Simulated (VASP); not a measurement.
## BN (zincblende type): relaxation of cell and atoms with PBE

The system is BN (zincblende type).

```
B N
1.0
     0.00000    1.60238    1.60238
     1.60238    0.00000    1.60238
     1.60238    1.60238    0.00000
B N
1 1
Direct
  0.00000 0.00000 0.00000
  0.25000 0.25000 0.25000
```

- Program: VASP 6.6.1
- Task: relaxation of cell and atoms
- Functional: PBE
- Potentials or basis: VASP PAW PBE potentials, release 64 (B, N)
- Cutoff: 600 eV
- k mesh: 17 × 17 × 17
- Occupations: fermi-dirac, width 0.05 eV
- Spin: no spin polarisation
- Target pressure: 270 GPa
- Dipole correction: no
- Further INCAR settings: ALGO = Normal; EDIFF = 1e-06; IBRION = 2; EDIFFG = -0.005; NSW = 60; ISIF = 3

The relaxed volume is 4.11 Å³/atom and the relaxed cell is a = 2.265 Å, b = 2.265 Å, c = 2.265 Å, α = 60.00°, β = 60.00°, γ = 60.00°. The space group after relaxing (to 0.05 Å) is F-43m (No. 216). The energy change on relaxing (the enthalpy is what falls) is +10.8 meV/atom. The ionic steps are 3 and the pressure after relaxing is 270.0 GPa. The band gap on the k mesh is 4.83 eV, indirect (least direct gap 10.55 eV).

The path:
| step | energy change (eV) | largest force (eV/Å) | pressure (GPa) | volume (Å³) |
| --- | --- | --- | --- | --- |
| 1 | 0.0000 | 0.0000 | 268.14 | 8.23 |
| 2 | 0.0966 | 0.0000 | 276.52 | 8.17 |
| 3 | 0.0216 | 0.0000 | 270.01 | 8.22 |

Final structure:
```xyz
2
Lattice="0.0000 1.6015 1.6015 1.6015 0.0000 1.6015 1.6015 1.6015 0.0000" Properties=species:S:1:pos:R:3 pbc="T T T"
B     0.0000    0.0000    0.0000
N     0.8008    0.8008    0.8008
```

Levels at points of the mesh, in eV from the valence-band top:
| k point | band 1 | band 2 | band 3 | band 4 | band 5 | band 6 | band 7 | band 8 |
| --- | --- | --- | --- | --- | --- | --- | --- | --- |
| (0.00, 0.00, 0.00) | -24.99 | 0.00 | 0.00 | 0.00 | 10.55 | 10.55 | 10.55 | 16.91 |

Wall time 18 s on 1 thread of Intel(R) Xeon(R) Platinum 8488C (Sapphire Rapids), with other jobs on the host, peak memory 0.12 GiB.

Caveat: the cell is relaxed towards a set pressure, so the enthalpy falls and the energy may rise. A k mesh can miss the band edges.
